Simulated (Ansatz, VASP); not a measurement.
**Zr2N in VASP and in Ansatz**

```
Zr N
1.0
     5.05341    0.00000    0.00000
     0.00000    5.05341    0.00000
     0.00000    0.00000    3.69559
Zr N
4 2
Direct
  0.29625 0.29625 0.00000
  0.70375 0.70375 0.00000
  0.79625 0.20375 0.50000
  0.20375 0.79625 0.50000
  0.00000 0.00000 0.00000
  0.50000 0.50000 0.50000
```

Alike in both runs: task single point; functional PBEsol; k mesh 10 × 10 × 16; occupations gaussian, width 0.15 eV; no spin polarisation.

|  | VASP | Ansatz |
| --- | --- | --- |
| version | VASP 6.6.1 | Ansatz 0.2.0 |
| potentials or method | VASP PAW PBE potentials, release 64 (Zr_sv, N), cutoff 520 eV | scalar-relativistic, plane waves, PAW |
| valence electrons in the cell | 58 | 58 |

```csv
,VASP,Ansatz,Ansatz less VASP
gap on the k mesh at the Fermi level (eV),none,none,-
pressure (GPa),1.1,0.8,-0.25
"traceless stress, the component that is largest in VASP (GPa)",-21.53,-21.52,+0.005
rms of the force components (eV/Å),0.148,0.151,+0.0039
```

VASP's potentials were made for PBE, not for PBEsol. Atom by atom the forces differ by 0.004 eV/Å (rms over components). A gap of «none» marks a metal or a gap that the smearing closes.
